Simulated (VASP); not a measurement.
**Hf2S: single point with PBEsol**

The system is Hf2S.

```xyz
6
Lattice="3.3743 0.0000 0.0000 -1.6871 2.9222 0.0000 0.0000 0.0000 11.7174" Properties=species:S:1:pos:R:3 pbc="T T T"
Hf    1.6871    0.9741   10.5435
Hf    0.0000    1.9481    4.6848
Hf    1.6871    0.9741    7.0327
Hf    0.0000    1.9481    1.1739
S     0.0000    0.0000    8.7881
S     0.0000    0.0000    2.9294
```

```
Program                : VASP 6.6.1
Task                   : single point
Functional             : PBEsol
Potentials or basis    : VASP PAW PBE potentials, release 64 (Hf_pv, S)
Cutoff                 : 520 eV
k mesh                 : 6 × 6 × 2
Occupations            : gaussian, width 0.4 eV
Spin                   : no spin polarisation
Dipole correction      : no
Further INCAR settings : ALGO = Normal; EDIFF = 1e-06; NBANDS = 35
```

```yaml
Pressure: -3.2 GPa
Largest_force: 0.243 eV/Å
Band_gap_on_the_k_mesh: zero (band 26 reaches 6.72 eV, above the bottom of band 27 at 5.80 eV)
```

Forces on the atoms (eV/Å):
```
Hf   0.000  0.000 -0.243
Hf   0.000  0.000 -0.243
Hf   0.000  0.000  0.243
Hf   0.000  0.000  0.243
S    0.000  0.000  0.000
S    0.000  0.000  0.000
```

Stress tensor (GPa, compression positive):
```
-3.59  0.00  0.00
 0.00 -3.59  0.00
 0.00  0.00 -2.42
```

Levels at points of the mesh, in eV from the Fermi level:
```
           k point  band 24  band 25  band 26  band 27  band 28  band 29
(0.00, 0.00, 0.00)    -0.10     0.01     0.48     0.48     0.58     0.58
(0.50, 0.00, 0.00)    -1.28    -1.18    -0.72    -0.44     0.87     1.09
(0.00, 0.00, 0.50)    -1.12     0.42     0.42     0.42     0.42     1.45
(0.50, 0.00, 0.50)    -1.71    -0.97    -0.97     0.39     0.39     1.43
```

Wall time 89 s on 1 thread of Intel(R) Xeon(R) Platinum 8259CL CPU @ 2.50GHz (Skylake/Cascade Lake) (shared host), peak memory 0.26 GiB.

Caveat: the PAW data sets were made with another functional, which shifts forces and pressure a little; spin-orbit coupling is left out, which moves the levels of the heavy elements.
